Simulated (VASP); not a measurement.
Zr3Si2: single point with PBEsol

The system is Zr3Si2.

```xyz
10
Lattice="6.9243 0.0000 0.0000 0.0000 7.0656 0.0000 0.0000 0.0000 3.6445" Properties=species:S:1:pos:R:3 pbc="T T T"
Zr    1.2081    4.7656    1.8222
Zr    5.7161    2.3000    1.8222
Zr    2.2540    1.2328    1.8222
Zr    4.6703    5.8328    1.8222
Zr    0.0000    0.0000    0.0000
Zr    3.4621    3.5328    0.0000
Si    4.3096    0.8648    0.0000
Si    2.6147    6.2008    0.0000
Si    6.0768    4.3975    0.0000
Si    0.8475    2.6680    0.0000
```

This cell differs from its parent crystal: strain -0.0200 x Voigt [1, 0, 0, 0, 0, 0].

```json
{
  "Program": "VASP 6.6.1",
  "Task": "single point",
  "Functional": "PBEsol",
  "Potentials or basis": "VASP PAW PBE potentials, release 64 (Zr_sv, Si)",
  "Cutoff": "520 eV",
  "k mesh": "6 × 6 × 12",
  "Occupations": "gaussian, width 0.15 eV",
  "Spin": "no spin polarisation"
}
```

```yaml
Pressure: 3.4 GPa
Largest_force: 0.091 eV/Å
Band_gap_on_the_k_mesh: zero (bands 44 and 45 overlap by 1.18 eV)
```

Forces in eV/Å, atoms in the order of the input:
```
Zr   0.073 -0.055  0.000
Zr  -0.073  0.055  0.000
Zr  -0.073 -0.055  0.000
Zr   0.073  0.055  0.000
Zr   0.000  0.000  0.000
Zr   0.000  0.000  0.000
Si  -0.001 -0.017  0.000
Si   0.001  0.017  0.000
Si   0.001 -0.017  0.000
Si  -0.001  0.017  0.000
```

Stress tensor (GPa, compression positive):
```
6.50 0.00 0.00
0.00 1.33 0.00
0.00 0.00 2.40
```

Levels at points of the mesh, in eV from the Fermi level:
```tsv
k point	band 42	band 43	band 44	band 45	band 46	band 47
(0.00, 0.00, 0.00)	-0.56	-0.29	-0.06	0.92	1.08	1.29
(0.50, 0.00, 0.00)	-0.30	0.37	0.37	0.79	0.79	1.53
(0.00, 0.50, 0.00)	-0.31	0.34	0.34	0.84	0.84	1.55
(0.50, 0.50, 0.00)	-0.29	-0.12	-0.12	-0.01	-0.01	1.27
(0.00, 0.00, 0.50)	-0.23	0.10	0.17	0.30	0.47	0.71
(0.50, 0.00, 0.50)	-0.95	-0.52	-0.52	0.20	0.20	1.84
(0.00, 0.50, 0.50)	-0.89	-0.53	-0.53	0.27	0.27	1.82
(0.50, 0.50, 0.50)	-0.72	-0.69	-0.69	-0.62	-0.62	1.97
```

It took 39 min on 1 thread of Oxide Virtual Turin-like Processor, with other jobs on the host, peak memory 0.78 GiB.

Caveat: the cell differs from its parent crystal (strain -0.0200 x Voigt [1, 0, 0, 0, 0, 0]); the stress differs along the axes, from 1 to 7 GPa; the PAW data sets were made with another functional, which shifts forces and pressure a little.
